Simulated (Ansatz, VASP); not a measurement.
## Two plane-wave programs on Ge4I

```
CELL_PARAMETERS angstrom
2.81228 1.62367 5.70148
-2.81228 1.62367 5.70148
0.00000 -3.24734 5.70148
ATOMIC_POSITIONS crystal
Ge 0.00000 0.00000 0.50000
Ge 0.50000 0.00000 0.00000
Ge 0.00000 0.50000 0.00000
Ge 0.50000 0.50000 0.50000
I 0.00000 0.00000 0.00000
```

Alike in both runs: functional PBE; k mesh 6 × 6 × 6; occupations gaussian, width 0.1 eV; no spin polarisation.

Ansatz relaxed the structure, and its values are those at the end. VASP's run is a single point on that final structure, the one shown.

|  | VASP | Ansatz |
| --- | --- | --- |
| version | VASP 6.6.1 | Ansatz 0.2.0 |
| potentials or method | VASP PAW PBE potentials, release 64 (Ge_d, I), cutoff 520 eV | scalar-relativistic, plane waves, PAW |
| valence electrons in the cell | 63 | 73 |

```tsv
	VASP	Ansatz	Ansatz less VASP
gap on the k mesh at the Fermi level (eV)	none	none	-
pressure (GPa)	0.0	0.0	+0.02
```

A gap of «none» marks a metal or a gap that the smearing closes. VASP's potentials hold 63 valence electrons a cell and Ansatz's 73, so a difference there can come from the potentials and not from the codes.

Neither program's run includes spin-orbit coupling.
